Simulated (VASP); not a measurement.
Input of a VASP 6.6.1 run:

File POSCAR:

```
PbS
1.0
    0.0000000000      3.0171050030      3.0171050030
    3.0171050030      0.0000000000      3.0171050030
    3.0171050030      3.0171050030      0.0000000000
Pb S
1 1
Direct
    0.0000000000      0.0000000000      0.0000000000
    0.5000000000      0.5000000000      0.5000000000
```

INCAR.step1

```
SYSTEM = PbS
  PREC = Accurate
  ENCUT = 520
  ISMEAR = -1
  SIGMA = 0.02
  LREAL = .FALSE.
  LASPH = .TRUE.
  NELM = 150
  LNONCOLLINEAR = .TRUE.
  MAGMOM = 0 0 0 0 0 0
  LSORBIT = .TRUE.
  GGA_COMPAT = .FALSE.
  NBANDS = 32
  GGA = PE
  ALGO = Normal
  EDIFF = 1E-4
  LWAVE = .TRUE.
  LCHARG = .FALSE.
```

Contents of INCAR.step2:

```
SYSTEM = PbS
  PREC = Accurate
  ENCUT = 520
  EDIFF = 1E-7
  ISMEAR = -1
  SIGMA = 0.02
  LREAL = .FALSE.
  LASPH = .TRUE.
  NELM = 150
  ALGO = Normal
  ISIF = 2
  LWAVE = .FALSE.
  LCHARG = .FALSE.
  LNONCOLLINEAR = .TRUE.
  MAGMOM = 0 0 0 0 0 0
  LORBIT = 11
  LSORBIT = .TRUE.
  GGA_COMPAT = .FALSE.
  LORBMOM = .TRUE.
  METAGGA = R2SCAN
  LMIXTAU = .TRUE.
  NBANDS = 32
  ISTART = 1
```

Contents of KPOINTS:

```
Automatic mesh
0
G
  8 8 8
  0 0 0
```

Potentials or basis: VASP PAW PBE potentials, release 64 (Pb_d, S).

Launch:

```sh
$ cat potpaw_PBE.64/Pb_d/POTCAR potpaw_PBE.64/S/POTCAR > POTCAR
$ cp INCAR.step1 INCAR
$ mpirun -np 1 vasp_ncl > vasp.out
$ cp INCAR.step2 INCAR
$ mpirun -np 1 vasp_ncl > vasp.out
```

(1) Estimate the net moment.

(2) What does it give for the pressure?

Answers

(1) 0.00 μB per cell.

(2) -1.8 GPa.

Caveat: the cell differs from its parent crystal (strain +1.0%); the PAW data sets were made with another functional, which shifts forces and pressure a little.
